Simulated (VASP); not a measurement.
# Si (Fd-3m) in VASP: settings compared

Aim: see how the results for Si move with the level of theory and the settings. Levels: PBE, LDA. Tasks: single point.

Program: VASP 6.6.1. These are calculated values, not measurements. Logs are shortened: lines on timing, memory, paths and dates and some standing lists are left out, and cuts for length are marked.

**1. The cell of the first run**

It takes space group Fd-3m (No. 227, cubic). Conventional cell: a = 5.444 Å, b = 5.444 Å, c = 5.444 Å, α = 90.00°, β = 90.00°, γ = 90.00°. Within 3.1 Å of Si (site symmetry -43m) lie 4 Si at 2.36 Å.

**2. Single point, PBE**

Input file INCAR:

```
SYSTEM = Si
ALGO     = Normal         ! electronic algorithm
EDIFF    = 1E-6           ! SCF threshold, eV
ENCUT    = 520            ! plane-wave cutoff, eV
GGA      = PE             ! functional
ISIF     = 2              ! what is computed and relaxed
ISMEAR   = 0              ! smearing method
LASPH    = .TRUE.         ! aspherical terms in the spheres
LCHARG   = .FALSE.        ! write CHGCAR
LREAL    = .FALSE.        ! projectors in reciprocal space
LWAVE    = .FALSE.        ! write WAVECAR
NBANDS   = 11             ! bands
NELM     = 80             ! most SCF steps
PREC     = Accurate       ! precision mode
SIGMA    = 0.01           ! smearing width, eV
```

Input file KPOINTS:

```
k-points
0
G
  4 4 4
  0 0 0
```

Input file POSCAR:

```
Si
1.0
    0.0000000000      2.7221188958      2.7221188958
    2.7221188958      0.0000000000      2.7221188958
    2.7221188958      2.7221188958      0.0000000000
Si
2
Direct
    0.0000000000      0.0000000000      0.0000000000
    0.2500000000      0.2500000000      0.2500000000
```

Potentials or basis: VASP PAW PBE potentials, release 64 (Si).

Command:

```
$ cat potpaw_PBE.64/Si/POTCAR > POTCAR
$ mpirun -np 1 vasp_std > vasp.out
```

OUTCAR:

```text
SYSTEM = Si
   EDIFF = 1E-6
   ENCUT = 520
   GGA = PE
   ISIF = 2
   ISMEAR = 0
   LASPH = .TRUE.
   LREAL = .FALSE.
   NELM = 80
   PREC = Accurate

 ion  position               nearest neighbor table
   1  0.000  0.000  0.000-   2 2.36   2 2.36   2 2.36   2 2.36
   2  0.250  0.250  0.250-   1 2.36   1 2.36   1 2.36   1 2.36

  LATTYP: Found a face centered cubic cell.
 ALAT       =     5.4442377916

  Lattice vectors:

 A1 = (   0.0000000000,   2.7221188958,   2.7221188958)
 A2 = (   2.7221188958,   0.0000000000,   2.7221188958)
 A3 = (   2.7221188958,   2.7221188958,   0.0000000000)

Analysis of symmetry for initial positions (statically):
=====================================================================
 Subroutine PRICEL returns:
 Original cell was already a primitive cell.

 Routine SETGRP: Setting up the symmetry group for a
 face centered cubic supercell.

 Subroutine GETGRP returns: Found 48 space group operations
 (whereof 24 operations were pure point group operations)
 out of a pool of 48 trial point group operations.

The static configuration has the point symmetry T_d .
 The point group associated with its full space group is O_h .

Analysis of symmetry for dynamics (positions and initial velocities):
=====================================================================
 Subroutine PRICEL returns:
 Original cell was already a primitive cell.

 Routine SETGRP: Setting up the symmetry group for a
 face centered cubic supercell.

 Subroutine GETGRP returns: Found 48 space group operations
 (whereof 24 operations were pure point group operations)
 out of a pool of 48 trial point group operations.

The dynamic configuration has the point symmetry T_d .
 The point group associated with its full space group is O_h .

 Subroutine INISYM returns: Found 48 space group operations
 (whereof 24 operations are pure point group operations),
 and found     1 'primitive' translations

----------------------------------------------------------------------------------------

                                     Primitive cell

  volume of cell :      40.3414

  direct lattice vectors                    reciprocal lattice vectors
     0.000000000  2.722118896  2.722118896    -0.183680441  0.183680441  0.183680441
     2.722118896  0.000000000  2.722118896     0.183680441 -0.183680441  0.183680441
     2.722118896  2.722118896  0.000000000     0.183680441  0.183680441 -0.183680441

  length of vectors
     3.849657461  3.849657461  3.849657461     0.318143857  0.318143857  0.318143857

  position of ions in fractional coordinates (direct lattice)
     0.000000000  0.000000000  0.000000000
     0.250000000  0.250000000  0.250000000

  ion indices of the primitive-cell ions
   primitive index   ion index
                 1           1
                 2           2

----------------------------------------------------------------------------------------

 KPOINTS: k-points

Automatic generation of k-mesh.
 Grid dimensions read from file:
 generate k-points for:    4    4    4

 Generating k-lattice:

  Cartesian coordinates                     Fractional coordinates (reciprocal lattice)
    -0.045920110  0.045920110  0.045920110     0.250000000  0.000000000  0.000000000
     0.045920110 -0.045920110  0.045920110     0.000000000  0.250000000  0.000000000
     0.045920110  0.045920110 -0.045920110     0.000000000  0.000000000  0.250000000

  Length of vectors
     0.079535964  0.079535964  0.079535964

  Shift w.r.t. Gamma in fractional coordinates (k-lattice)
     0.000000000  0.000000000  0.000000000

 Subroutine IBZKPT returns following result:
 ===========================================

 Found      8 irreducible k-points:

 Following reciprocal coordinates:
            Coordinates               Weight
  0.000000  0.000000  0.000000      1.000000
  0.250000  0.000000  0.000000      8.000000
  0.500000  0.000000  0.000000      4.000000
  0.250000  0.250000  0.000000      6.000000
  0.500000  0.250000  0.000000     24.000000
 -0.250000  0.250000  0.000000     12.000000
  0.500000  0.500000  0.000000      3.000000
 -0.250000  0.500000  0.250000      6.000000
   k-points           NKPTS =      8   k-points in BZ     NKDIM =      8   number of bands    NBANDS=     11
   number of dos      NEDOS =    301   number of ions     NIONS =      2
   total plane-waves  NPLWV =  27000
   dimension x,y,z NGX =    30 NGY =   30 NGZ =   30
   dimension x,y,z NGXF=    60 NGYF=   60 NGZF=   60
   ions per type =               2
   NGX,Y,Z   is equivalent  to a cutoff of  12.96, 12.96, 12.96 a.u.
   NGXF,Y,Z  is equivalent  to a cutoff of  25.91, 25.91, 25.91 a.u.
 SYSTEM =  Si
   PREC   = accura    normal or accurate (medium, high low for compatibility)
   ISTART =      0    job   : 0-new  1-cont  2-samecut
   ICHARG =      2    charge: 1-file 2-atom 10-const
   ISPIN  =      1    spin polarized calculation?
   LNONCOLLINEAR =      F non collinear calculations
   LSORBIT =      F    spin-orbit coupling
   LASPH  =      T    aspherical Exc in radial PAW
   ENCUT  =  520.0 eV  38.22 Ry    6.18 a.u.   7.16  7.16  7.16*2*pi/ulx,y,z
   NELM   =     80;   NELMIN=  2; NELMDL= -5     # of ELM steps
   EDIFF  = 0.1E-05   stopping-criterion for ELM
   LREAL  =      F    real-space projection
   EDIFFG = 0.1E-04   stopping-criterion for IOM
   NSW    =      0    number of steps for IOM
   IBRION =     -1    ionic relax: 0-MD 1-quasi-New 2-CG
   NFREE  =      0    steps in history (QN), initial steepest desc. (CG)
   ISIF   =      2    stress and relaxation
   ISYM   =      2    0-nonsym 1-usesym 2-fastsym
   POTIM  = 0.5000    time-step for ionic-motion
   TEBEG  =    0.0;   TEEND  =   0.0 temperature during run
   PSTRESS=    0.0 pullay stress
   NELECT =       8.0000    total number of electrons
   NUPDOWN=      -1.0000    fix difference up-down
   EMIN   =  10.00;   EMAX   =-10.00  energy-range for DOS
   EFERMI =   0.00;   METHOD = LEGACY
   ISMEAR =     0;   SIGMA  =   0.01  broadening in eV -4-tet -1-fermi 0-gaus
   EFERMI_NEDOS =   21; number of points for ismear=-14 and -15
   IALGO  =     38    algorithm
   IMIX   =      4    mixing-type and parameters
     AMIX     =   0.40;   BMIX     =  1.00
     AMIX_MAG =   1.60;   BMIX_MAG =  1.00
  volume/ion in A,a.u.               =      20.17       136.12
  Fermi-wavevector in a.u.,A,eV,Ry     =   0.954672  1.804069 12.400344  0.911400
  Thomas-Fermi vector in A             =   2.083440
   LORBIT       =      0    0 simple, 1 ext, 2 COOP (PROOUT), +10 PAW based schemes
   GGA     = PE    functional components
   LHFCALC =     F    Hartree Fock is set to
   AEXX    =    0.0000 exact exchange contribution
   IVDW    =     0    specifies the selected vdW correction
   LEPSILON=     F    determine dielectric tensor
   LRPA    =     F    only Hartree local field effects (RPA)
 non-spin polarized calculation
 Gauss-broadening in eV      SIGMA  =   0.01
  energy-cutoff  :      520.00
  volume of cell :       40.34
 maximum number of plane-waves:      1106
 NGX is ok and might be reduce to    30
   NGX = 15   NGY = 15   NGZ = 15

 number of electron       8.0000001 magnetization

 Free energy of the ion-electron system (eV)
  ---------------------------------------------------
  ext. energy  EPLUGINS =         0.00000000
  ---------------------------------------------------
  free energy    TOTEN  =       -10.66104714 eV

  energy without entropy =      -10.66104714  energy(sigma->0) =      -10.66104714

 E-fermi :   5.8886     XC(G=0):  -9.3533

 val. band max:        5.7942872720   @ k =   0.0000   0.0000   0.0000
 cond. band min:       6.5024802312   @ k =   0.5000   0.5000   0.0000
 fundamental gap:      0.7081929592
 Fermi energy:         5.8886388991

 k-point     1 :       0.0000    0.0000    0.0000
  band No.  band energies     occupation
      1      -6.1203      2.00000
      2       5.7943      2.00000
      3       5.7943      2.00000
      4       5.7943      2.00000
      5       8.3388      0.00000
      6       8.3388      0.00000
      7       8.3388      0.00000
      8       9.0854      0.00000
      9      13.4883      0.00000
     10      13.4883      0.00000
     11      13.7234      0.00000

 k-point     2 :       0.2500    0.0000    0.0000
  band No.  band energies     occupation
      1      -5.3253      2.00000
      2       1.8776      2.00000
      3       5.0370      2.00000
      4       5.0370      2.00000
      5       7.7923      0.00000
      6       9.2788      0.00000
      7       9.2788      0.00000
      8      12.6571      0.00000
      9      12.9654      0.00000
     10      12.9654      0.00000
     11      14.7554      0.00000

 k-point     3 :       0.5000    0.0000    0.0000
  band No.  band energies     occupation
      1      -3.8049      2.00000
      2      -1.1466      2.00000
      3       4.5998      2.00000
      4       4.5998      2.00000
      5       7.3016      0.00000
      6       9.1175      0.00000
      7       9.1175      0.00000
      8      13.5006      0.00000
      9      16.3087      0.00000
     10      16.3087      0.00000
     11      17.0905      0.00000

 k-point     4 :       0.2500    0.2500    0.0000
  band No.  band energies     occupation
      1      -5.0445      2.00000
      2       2.2778      2.00000
      3       3.9128      2.00000
      4       3.9128      2.00000
      5       6.9172      0.00000
      6       8.9116      0.00000
      7      11.5186      0.00000
      8      11.5186      0.00000
      9      13.7894      0.00000
     10      14.6912      0.00000
     11      17.1829      0.00000

 k-point     5 :       0.5000    0.2500    0.0000
  band No.  band energies     occupation
      1      -3.4190      2.00000
      2      -0.5702      2.00000
      3       2.2769      2.00000
      4       3.5992      2.00000
      5       7.3063      0.00000
      6      10.2242      0.00000
      7      11.4986      0.00000
      8      11.6832      0.00000
      9      15.9564      0.00000
     10      16.2903      0.00000
     11      17.8996      0.00000

 k-point     6 :      -0.2500    0.2500    0.0000
  band No.  band energies     occupation
      1      -4.0889      2.00000
      2       0.3267      2.00000
      3       2.0614      2.00000
      4       4.4716      2.00000
      5       8.2255      0.00000
      6      10.5538      0.00000
      7      10.9058      0.00000
      8      11.8965      0.00000
      9      12.2228      0.00000
     10      15.3819      0.00000
     11      18.3615      0.00000

 k-point     7 :       0.5000    0.5000    0.0000
  band No.  band energies     occupation
      1      -1.9998      2.00000
      2      -1.9998      2.00000
      3       2.9554      2.00000
      4       2.9554      2.00000
      5       6.5025      0.00000
      6       6.5025      0.00000
      7      15.8379      0.00000
      8      15.8379      0.00000
      9      16.7377      0.00000
     10      16.7377      0.00000
     11      18.2683      0.00000

 k-point     8 :      -0.2500    0.5000    0.2500
  band No.  band energies     occupation
      1      -1.8383      2.00000
      2      -1.8383      2.00000
      3       1.9634      2.00000
      4       1.9634      2.00000
      5      10.0523      0.00000
      6      10.0523      0.00000
      7      10.7594      0.00000
      8      10.7594      0.00000
      9      16.3231      0.00000
     10      16.3231      0.00000
     11      18.7644      0.00000

------------------------ aborting loop because EDIFF is reached ----------------------------------------

  FORCE on cell =-STRESS in cart. coord.  units (eV):
  Direction    XX          YY          ZZ          XY          YZ          ZX
  --------------------------------------------------------------------------------------
  -------------------------------------------------------------------------------------
  Total        0.4652927      0.4652927      0.4652927     -0.0000000      0.0000000     -0.0000000
  in kB       18.4793001     18.4793001     18.4793001     -0.0000000      0.0000000     -0.0000000
  external PRESSURE =      18.4793001 kB  Pullay stress =       0.0000000 kB

 VOLUME and BASIS-vectors are now :
 -----------------------------------------------------------------------------
  energy-cutoff  :      520.00
  volume of cell :       40.34
      direct lattice vectors                 reciprocal lattice vectors
     0.000000000  2.722118896  2.722118896    -0.183680441  0.183680441  0.183680441
     2.722118896  0.000000000  2.722118896     0.183680441 -0.183680441  0.183680441
     2.722118896  2.722118896  0.000000000     0.183680441  0.183680441 -0.183680441

 POSITION                                       TOTAL-FORCE (eV/Angst)
 -----------------------------------------------------------------------------------
      0.00000      0.00000      0.00000        -0.000000     -0.000000      0.000000
      1.36106      1.36106      1.36106         0.000000      0.000000     -0.000000
 -----------------------------------------------------------------------------------
    total drift:                               -0.000000     -0.000000     -0.000000

  FREE ENERGIE OF THE ION-ELECTRON SYSTEM (eV)
  ---------------------------------------------------
  free  energy   TOTEN  =       -10.6610471358 eV

  energy  without entropy=      -10.6610471358  energy(sigma->0) =      -10.66104714
```

Wall time 4 s (1 thread of Intel Xeon Platinum 8375C at 2.90GHz (Ice Lake), shared host); peak memory 0.15 GiB.

Results:

```
Free energy            : -10.6610 eV
Pressure               : 1.8 GPa
Band gap on the k mesh : 0.71 eV, indirect (least direct gap 2.54 eV)
```

Caveat: the k points lie up to 0.50 Å⁻¹ apart.

**3. Single point, LDA**

Input file INCAR:

```
SYSTEM = Si
  ALGO = Normal
  EDIFF = 1E-7
  ENCUT = 520
  GGA = CA
  ISIF = 2
  ISMEAR = 0
  LASPH = .True.
  LCHARG = .True.
  LELF = .True.
  LREAL = .False.
  LVHAR = .True.
  LWAVE = .False.
  NBANDS = 11
  NELM = 80
  PREC = Accurate
  SIGMA = 0.01
```

Input file KPOINTS:

```
k-points
0
Gamma
  4 4 4
  0 0 0
```

POSCAR is that of step 2.

Potentials or basis: VASP PAW LDA potentials, release 64 (Si).

Command:

```
$ cat potpaw_LDA.64/Si/POTCAR > POTCAR
$ mpirun -np 1 vasp_std > vasp.out
```

Wall time 4 s (1 thread of Intel Xeon Platinum 8375C at 2.90GHz (Ice Lake), shared host); peak memory 0.13 GiB.

The run converged. Its results:

```
Free energy            : -11.7170 eV
Pressure               : -1.5 GPa
Band gap on the k mesh : 0.59 eV, indirect (least direct gap 2.50 eV)
```

Levels at points of the mesh, in eV from the valence-band top:
| k point | band 2 | band 3 | band 4 | band 5 | band 6 | band 7 |
| --- | --- | --- | --- | --- | --- | --- |
| (0.00, 0.00, 0.00) | 0.00 | 0.00 | 0.00 | 2.50 | 2.50 | 2.50 |
| (0.50, 0.00, 0.00) | -6.97 | -1.19 | -1.19 | 1.39 | 3.27 | 3.27 |
| (0.50, 0.50, 0.00) | -7.80 | -2.85 | -2.85 | 0.59 | 0.59 | 9.90 |

Caveat: the k points lie up to 0.50 Å⁻¹ apart.

[end of part 1 of 2]
